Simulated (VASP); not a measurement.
Y:

```xyz
1
Lattice="-2.0978 2.0978 2.0978 2.0978 -2.0978 2.0978 2.0978 2.0978 -2.0978" Properties=species:S:1:pos:R:3 pbc="T T T"
Y     0.0000    0.0000    0.0000
```

* Program: VASP 6.6.1
* Task: relaxation of cell and atoms
* Functional: PBE
* Potentials or basis: VASP PAW PBE potentials, release 64 (Y_sv)
* Cutoff: 600 eV
* k mesh: 14 × 14 × 14
* Occupations: gaussian, width 0.1 eV
* Spin: no spin polarisation

At the start: pressure -3.7 GPa; volume 36.93 Å³/atom.

Task: How do energy, volume and symmetry change on relaxing?

Result: Over 3 steps the energy falls by 51.2 meV/atom and the volume is 32.87 Å³/atom (-11.0 %); space group Im-3m (No. 229, to 0.05 Å).

Step by step:
| step | energy change (eV) | largest force (eV/Å) | pressure (GPa) | volume (Å³) |
| --- | --- | --- | --- | --- |
| 1 | 0.0000 | 0.0000 | -3.73 | 36.93 |
| 2 | -0.0507 | 0.0000 | 0.44 | 32.52 |
| 3 | -0.0512 | 0.0000 | 0.00 | 32.87 |

Final structure:
```cif
data_structure
_symmetry_space_group_name_H-M 'P 1'
_symmetry_Int_Tables_number 1
_cell_length_a 3.4953
_cell_length_b 3.4953
_cell_length_c 3.4953
_cell_angle_alpha 109.471
_cell_angle_beta 109.471
_cell_angle_gamma 109.471
_cell_volume 32.87
loop_
_atom_site_label
_atom_site_type_symbol
_atom_site_fract_x
_atom_site_fract_y
_atom_site_fract_z
_atom_site_occupancy
Y1 Y 0.00000 0.00000 0.00000 1
```
